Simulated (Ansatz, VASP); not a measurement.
## ZnSe in VASP and in Ansatz

File POSCAR:

```
ZnSe
1.0
    0.0000000000      2.8324425400      2.8324425400
    2.8324425400      0.0000000000      2.8324425400
    2.8324425400      2.8324425400      0.0000000000
Zn Se
1 1
Direct
    0.0000000000      0.0000000000      0.0000000000
    0.2500000000      0.2500000000      0.2500000000
```

INCAR.step1

```
ALGO = Normal ; EDIFF = 1E-4
ENCUT = 520 ; GGA = PE
ISMEAR = 0 ; LASPH = True
LCHARG = False ; LREAL = False
LWAVE = True ; NBANDS = 16
NELM = 80 ; PREC = Accurate
SIGMA = 0.1
```

The input INCAR.step2:

```
ALGO = Normal ; EDIFF = 1E-6
ENCUT = 520 ; ISIF = 2
ISMEAR = 0 ; ISTART = 1
LASPH = True ; LCHARG = True
LELF = True ; LMIXTAU = True
LREAL = False ; LVHAR = True
LWAVE = False ; METAGGA = R2SCAN
NBANDS = 16 ; NELM = 80
PREC = Accurate ; SIGMA = 0.1
```

KPOINTS

```
k-points
0
Gamma
  6 6 6
```

Input for Ansatz:

```yaml
crystal:
  lattice:
    - [0.0, 2.83244254, 2.83244254]
    - [2.83244254, 0.0, 2.83244254]
    - [2.83244254, 2.83244254, 0.0]
  atoms:
    - { symbol: Zn, position: [0.0, 0.0, 0.0] }
    - { symbol: Se, position: [0.25, 0.25, 0.25] }
basis:
  ecutwfc: 500
kpoints:
  mp_grid: { grid: [6, 6, 6] }
hamiltonian:
  xc: r2scan
scf:
  occupations: { method: gaussian, width: 0.1 }
output:
  forces: true
  stress: true
  eigenvalues: true
```

Alike in both runs: task single point; functional r2SCAN; k mesh 6 × 6 × 6; occupations gaussian, width 0.1 eV; no spin polarisation.

|  | VASP | Ansatz |
| --- | --- | --- |
| version | VASP 6.6.1 | Ansatz 0.2.0 |
| potentials or method | VASP PAW PBE potentials, release 64 (Zn, Se), cutoff 520 eV | scalar-relativistic, plane waves, PAW |
| valence electrons in the cell | 18 | 28 |

```csv
,VASP,Ansatz,Ansatz less VASP
gap on the k mesh at the Fermi level (eV),1.87,1.87,-0.004
least direct gap on the mesh (eV),1.87,1.87,-0.004
pressure (GPa),0.1,0.0,-0.10
```

VASP's potentials were made for PBE, not for r2SCAN. VASP's potentials hold 18 valence electrons a cell and Ansatz's 28, so a difference there can come from the potentials and not from the codes.
